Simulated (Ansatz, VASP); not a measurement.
## Two plane-wave programs on Nb

Contents of INCAR:

```
SYSTEM = Nb
  PREC = Accurate
  ENCUT = 600
  EDIFF = 1E-6
  ISMEAR = 0
  SIGMA = 0.1
  LREAL = .FALSE.
  LASPH = .TRUE.
  NELM = 80
  ALGO = Fast
  ISIF = 3
  LWAVE = .FALSE.
  LCHARG = .FALSE.
  GGA = PE
  IBRION = 2
  NSW = 100
  EDIFFG = -0.01
```

KPOINTS

```
Automatic mesh
0
G
  12 12 18
  0 0 0
```

File POSCAR:

```
Nb
1.0
    4.8847035938      0.0000000000      0.0000000000
   -2.4423517969      4.2302774022      0.0000000000
    0.0000000000      0.0000000000      2.6917938566
Nb
3
Direct
    0.0000000000      0.0000000000      0.0000000000
    0.3333333333      0.6666666667      0.5000000000
    0.6666666667      0.3333333333      0.5000000000
```

Input for Ansatz:

```yaml
crystal:
  lattice:
    - [4.8847035938, 0.0, 0.0]
    - [-2.4423517969, 4.2302774022, 0.0]
    - [0.0, 0.0, 2.6917938566]
  atoms:
    - { symbol: Nb, position: [0.0, 0.0, 0.0] }
    - { symbol: Nb, position: [0.3333333333, 0.6666666667, 0.5] }
    - { symbol: Nb, position: [0.6666666667, 0.3333333333, 0.5] }
basis:
  ecutwfc: 420
kpoints:
  mp_grid: { grid: [12, 12, 18] }
hamiltonian:
  xc: pbe
scf:
  occupations: { method: gaussian, width: 0.1 }
output:
  forces: true
  stress: true
  eigenvalues: true
relax:
  adjacent_minimum: "off"
  f_tol: 0.01
  max_steps: 80
  cell: { stress_tol: 0.05 }
```

Alike in both runs: task relaxation of cell and atoms; functional PBE; k mesh 12 × 12 × 18; occupations gaussian, width 0.1 eV; no spin polarisation.

```csv
,VASP,Ansatz
version,VASP 6.6.1,Ansatz 0.2.0
potentials or method,"VASP PAW PBE potentials, release 64 (Nb_sv), cutoff 600 eV","scalar-relativistic, plane waves, PAW"
valence electrons in the cell,39,39
```

```tsv
	VASP	Ansatz	Ansatz less VASP
gap on the k mesh at the Fermi level, each at its own relaxed structure (eV)	none	none	-
relaxed volume (Å³/atom)	18.45	18.49	+0.035
relaxed cell length with the largest relative difference (Å)	4.885	4.889	+0.0036
```

A gap of «none» marks a metal or a gap that the smearing closes.
